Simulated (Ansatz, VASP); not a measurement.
# Two plane-wave programs on EuZrF4

INCAR

```
SYSTEM = EuZrF4
PREC = Accurate
ENCUT = 520
EDIFF = 1E-6
ISMEAR = 0
SIGMA = 0.1
LREAL = .FALSE.
LASPH = .TRUE.
NELM = 150
ALGO = Normal
ISIF = 2
LWAVE = .FALSE.
LCHARG = .FALSE.
ISPIN = 2
MAGMOM = 7 0 0 0 0 0
LORBIT = 11
LMAXMIX = 6
GGA = PE
NBANDS = 42
```

KPOINTS

```
regular mesh
0
G
  4 4 4
  0 0 0
```

Contents of POSCAR:

```
EuZrF4
1.0
    4.1917020300      0.0000000000      0.0000000000
    0.0000000000      4.1917020300      0.0000000000
    0.0000000000      0.0000000000      5.9557960500
Eu Zr F
1 1 4
Direct
    0.5000000000      0.5000000000      0.0000000000
    0.0000000000      0.0000000000      0.5000000000
    0.0000000000      0.5000000000      0.2579450000
    0.5000000000      0.0000000000      0.2579450000
    0.0000000000      0.5000000000      0.7420550000
    0.5000000000      0.0000000000      0.7420550000
```

Input for Ansatz:

```yaml
crystal:
  lattice:
    - [4.19170203, 0.0, 0.0]
    - [0.0, 4.19170203, 0.0]
    - [0.0, 0.0, 5.95579605]
  atoms:
    - { symbol: Eu, position: [0.5, 0.5, 0.0], spin: 7.0 }
    - { symbol: Zr, position: [0.0, 0.0, 0.5] }
    - { symbol: F, position: [0.0, 0.5, 0.257945] }
    - { symbol: F, position: [0.5, 0.0, 0.257945] }
    - { symbol: F, position: [0.0, 0.5, 0.742055] }
    - { symbol: F, position: [0.5, 0.0, 0.742055] }
basis:
  ecutwfc: 420
kpoints:
  mp_grid: { grid: [4, 4, 4] }
hamiltonian:
  xc: pbe
scf:
  occupations: { method: gaussian, width: 0.1 }
  lower_state_search: "off"
output:
  forces: true
  stress: true
  eigenvalues: true
  populations: true
magnetization:
  spin_polarized: true
```

Change from the starting cell: species swapped into the BaSrI4 type (P4/mmm, No. 123).

Alike in both runs: task single point; functional PBE; k mesh 4 × 4 × 4; occupations gaussian, width 0.1 eV; collinear spin.

```csv
,VASP,Ansatz
version,VASP 6.6.1,Ansatz 0.2.0
potentials or method,"VASP PAW PBE potentials, release 64 (Eu, Zr_sv, F), cutoff 520 eV","scalar-relativistic, plane waves, PAW"
valence electrons in the cell,57,57
```

VASP gave:

| Item | Value |
| --- | --- |
| gap on the k mesh at the Fermi level (eV) | none |
| pressure (GPa) | -8.4 |
| traceless stress, the component that is largest in VASP (GPa) | -1.03 |
| rms of the force components (eV/Å) | 0.166 |
| net moment per atom (μB) | 1.49 |
| size of the moment on the site where the two differ most (μB) | 1.40 |

**Question.** Estimate Ansatz's values.

**Answer.** gap on the k mesh at the Fermi level (eV): none; pressure (GPa): -8.2; traceless stress, the component that is largest in VASP (GPa): -1.15; rms of the force components (eV/Å): 0.167; net moment per atom (μB): 0.82; size of the moment on the site where the two differ most (μB): 1.10.

The net moments are unlike, so the other rows may belong to different states. Site moments also hang on the region over which each program counts them. Atom by atom the forces differ by 0.000 eV/Å (rms over components). A gap of «none» marks a metal or a gap that the smearing closes.

The k mesh is coarse, so the values compare programs but aren't converged. Spin-orbit coupling is off throughout.
